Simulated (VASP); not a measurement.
Runs of VASP 6.6.1 on Gd. The structure is cubic, space group Fm-3m (No. 225). The conventional cell has a = 5.172 Å, b = 5.172 Å, c = 5.172 Å, α = 90.00°, β = 90.00°, γ = 90.00°. Gd (site symmetry m-3m) has 12 Gd at 3.66 Å within 4.8 Å. This isn't the form of Gd at room conditions, which is hcp.

```tsv
smearing	gap on the mesh (eV)	pressure (GPa)	moment (μB)
gaussian 0.1 eV	none	-4.7	7.32
gaussian 0.05 eV	none	-4.6	7.30
gaussian 0.15 eV	none	-4.4	(c)
gaussian 0.25 eV	none	(b)	7.40
gaussian 0.025 eV	none	-4.6	(a)
```

Alike in all rows: task single point; level PBEsol+D4; potentials or basis VASP PAW PBE potentials, release 64 (Gd); spin collinear, ferromagnetic start; cell as given; k mesh 7 × 7 × 7; cutoff (eV) 520.

Question: Fill in the values left out.

Answer: (a) 7.33; (b) -4.1; (c) 7.36.

Caveats: the cell stands under tension; the PAW data sets were made with another functional, which shifts forces and pressure a little; spin-orbit coupling is left out, which moves the levels of the heavy elements; semilocal functionals describe open f shells poorly, which spoils levels, moments and volumes.

A k mesh can miss the band edges, and the runs leave out spin-orbit coupling on Gd.

A gap of «none» marks levels without a gap at the run's occupations.
